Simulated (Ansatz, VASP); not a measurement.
One calculation of AlFe, two programs

File POSCAR:

```
AlFe
1.0
    2.8070485019      0.0000000000      0.0000000000
    0.0000000000      2.8070485019      0.0000000000
    0.0000000000      0.0000000000      2.8070485019
Al Fe
1 1
Direct
    0.0000000000      0.0000000000      0.0000000000
    0.5000000000      0.5000000000      0.5000000000
```

Contents of INCAR.step1:

```
SYSTEM = AlFe
ALGO = Normal ; EDIFF = 1E-4
ENCUT = 520 ; GGA = PE
ISMEAR = -1 ; ISPIN = 2
LASPH = .TRUE. ; LCHARG = .FALSE.
LMAXMIX = 4 ; LREAL = .FALSE.
LWAVE = .TRUE. ; MAGMOM = 0 3
NBANDS = 16 ; NELM = 150
PREC = Accurate ; SIGMA = 0.08
```

The input INCAR.step2:

```
SYSTEM = AlFe
ALGO = Normal ; EDIFF = 1E-8
ENCUT = 520 ; ISIF = 2
ISMEAR = -1 ; ISPIN = 2
ISTART = 1 ; LASPH = .TRUE.
LCHARG = .FALSE. ; LEFG = .TRUE.
LMAXMIX = 4 ; LMIXTAU = .TRUE.
LORBIT = 11 ; LREAL = .FALSE.
LWAVE = .FALSE. ; MAGMOM = 0 3
METAGGA = R2SCAN ; NBANDS = 16
NELM = 150 ; PREC = Accurate
SIGMA = 0.08
```

KPOINTS

```
k-points
0
G
  14 14 14
  0 0 0
```

Input for Ansatz:

```yaml
crystal:
  lattice:
    - [2.8070485019, 0.0, 0.0]
    - [0.0, 2.8070485019, 0.0]
    - [0.0, 0.0, 2.8070485019]
  atoms:
    - { symbol: Al, position: [0.0, 0.0, 0.0] }
    - { symbol: Fe, position: [0.5, 0.5, 0.5], spin: 3.0 }
magnetization:
  spin_polarized: true
kpoints:
  mp_grid: { grid: [14, 14, 14] }
scf:
  occupations: { method: fermi_dirac, width: 0.08 }
hamiltonian:
  xc: r2scan
  pseudopotentials: { kind: all_electron, datasets: crystal }
output:
  forces: true
  stress: true
  eigenvalues: true
  efg: { contact_densities: true }
```

Change from the starting cell: volume scaled by 0.96, crystal datasets.

Alike in both runs: task electric field gradients; functional r2SCAN; k mesh 14 × 14 × 14; occupations fermi-dirac, width 0.08 eV; collinear spin.

|  | VASP | Ansatz |
| --- | --- | --- |
| version | VASP 6.6.1 | Ansatz 0.2.0 |
| potentials or method | VASP PAW PBE potentials, release 64 (Al, Fe), cutoff 520 eV | all-electron PAW with datasets made for the crystal, scalar-relativistic |

Ansatz gave:

- pressure (GPa): 9.8
- net moment per atom (μB): 0.36
- size of the moment on the site where the two differ most (μB): 0.79

Task: Estimate VASP's values.

Result: Pressure (GPa): 9.5; net moment per atom (μB): 0.36; size of the moment on the site where the two differ most (μB): 0.80.

VASP's potentials were made for PBE, not for r2SCAN. Site moments also hang on the region over which each program counts them. Ansatz ran all-electron here, and VASP with PAW potentials. Ansatz's warnings: stability check not made.
